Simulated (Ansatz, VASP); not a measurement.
## SnO: VASP beside Ansatz

Contents of INCAR:

```
SYSTEM = SnO
PREC = Accurate ; ENCUT = 600
EDIFF = 1E-6 ; ISMEAR = -1
SIGMA = 0.02 ; LREAL = .False.
LASPH = .True. ; NELM = 120
ALGO = Normal ; ISIF = 2
LWAVE = .False. ; LCHARG = .True.
GGA = PE ; LELF = .True.
LVHAR = .True. ; NBANDS = 28
GGA_COMPAT = .False.
```

The input KPOINTS:

```
regular mesh
0
Gamma
  6 6 6
  0 0 0
```

POSCAR

```
SnO
1.0
    3.7546621811      0.0000000000      0.0000000000
    0.0000000000      3.7546621811      0.0000000000
    0.0000000000      0.0000000000      4.7108033556
Sn O
2 2
Direct
    0.0000000000      0.5000000000      0.2456701158
    0.5000000000      0.0000000000      0.7543298842
    0.5000000000      0.5000000000      0.0000000000
    0.0000000000      0.0000000000      0.0000000000
```

Input for Ansatz:

```yaml
crystal:
  lattice:
    - [3.7546621811, 0.0, 0.0]
    - [0.0, 3.7546621811, 0.0]
    - [0.0, 0.0, 4.7108033556]
  atoms:
    - { symbol: Sn, position: [0.0, 0.5, 0.2456701158] }
    - { symbol: Sn, position: [0.5, 0.0, 0.7543298842] }
    - { symbol: O, position: [0.5, 0.5, 0.0] }
    - { symbol: O, position: [0.0, 0.0, 0.0] }
kpoints:
  mp_grid: { grid: [6, 6, 6] }
  band_path:
    path:
      - [0.0, 0.0, 0.0]
      - [0.0, 0.5, 0.0]
      - [0.5, 0.5, 0.0]
      - [0.0, 0.0, 0.5]
      - [0.0, 0.5, 0.5]
      - [0.5, 0.5, 0.5]
      - [-0.036458, -0.036458, 0.0]
    npoints: 1
hamiltonian:
  xc: pbe
scf:
  occupations: { method: fermi_dirac, width: 0.02 }
  n_extra_bands: 5
output:
  forces: true
  stress: true
  eigenvalues: true
```

Change from the starting cell: hydrostatic strain -1.0%.

Alike in both runs: task single point; functional PBE; k mesh 6 × 6 × 6; occupations fermi-dirac, width 0.02 eV; no spin polarisation.

|  | VASP | Ansatz |
| --- | --- | --- |
| version | VASP 6.6.1 | Ansatz 0.2.0 |
| potentials or method | VASP PAW PBE potentials, release 64 (Sn_d, O) | plane waves, PAW |
| plane-wave cutoff (eV) | 600 | 420 |
| valence electrons in the cell | 40 | 40 |

VASP gave:

```
pressure (GPa)                                                : 7.5
traceless stress, the component that is largest in VASP (GPa) : -1.50
rms of the force components (eV/Å)                            : 0.237
```

**Question.** Estimate Ansatz's values.

**Answer.** Pressure (GPa): 7.3; traceless stress, the component that is largest in VASP (GPa): -1.53; rms of the force components (eV/Å): 0.200.

Atom by atom the forces differ by 0.037 eV/Å (rms over components).
